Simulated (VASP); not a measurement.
Write the native input for VASP 6.6.1 that does the following.

```yaml
Task: single point
Functional: PBEsol
Potentials_or_basis: VASP PAW PBE potentials, release 64 (Pd, Ge_d)
Cutoff: 520 eV
k_mesh: 11 × 11 × 11
Occupations: methfessel-paxton, width 0.1 eV
Spin: no spin polarisation
Dipole_correction: no
Further_INCAR_settings: ALGO = Normal; EDIFF = 1e-06; NBANDS = 34
```

The structure of Ge3Pd lies in POSCAR:

```
Ge3Pd
1.0
    4.1420230000      0.0000000000      0.0000000000
    0.0000000000      4.1420230000      0.0000000000
    0.0000000000      0.0000000000      4.1420230000
Pd Ge
1 3
Direct
    0.0000000000      0.0000000000      0.0000000000
    0.5000000000      0.5000000000      0.0000000000
    0.5000000000      0.0000000000      0.5000000000
    0.0000000000      0.5000000000      0.5000000000
```

The input as run:

INCAR

```
SYSTEM = Ge3Pd
PREC = Accurate
ENCUT = 520
EDIFF = 1E-6
ISMEAR = 1
SIGMA = 0.1
LREAL = .False.
LASPH = .True.
NELM = 60
ALGO = Normal
ISIF = 2
LWAVE = .False.
LCHARG = .True.
GGA = PS
LELF = .True.
LVHAR = .True.
NBANDS = 34
```

KPOINTS

```
regular mesh
0
Gamma
  11 11 11
  0 0 0
```

Potentials or basis: VASP PAW PBE potentials, release 64 (Pd, Ge_d).

Run with:

```console
$ cat potpaw_PBE.64/Pd/POTCAR potpaw_PBE.64/Ge_d/POTCAR > POTCAR
$ mpirun -np 1 vasp_std > vasp.out
```

It gave:

- Pressure: -4.4 GPa
- Band gap on the k mesh: zero (band 26 reaches 7.94 eV, above the bottom of band 27 at 5.90 eV)

Caveat: the PAW data sets were made with another functional, which shifts forces and pressure a little.

Run time: 55 s on 1 thread of Intel(R) Xeon(R) 6975P-C (Granite Rapids), on a shared host, peak memory 0.25 GiB.
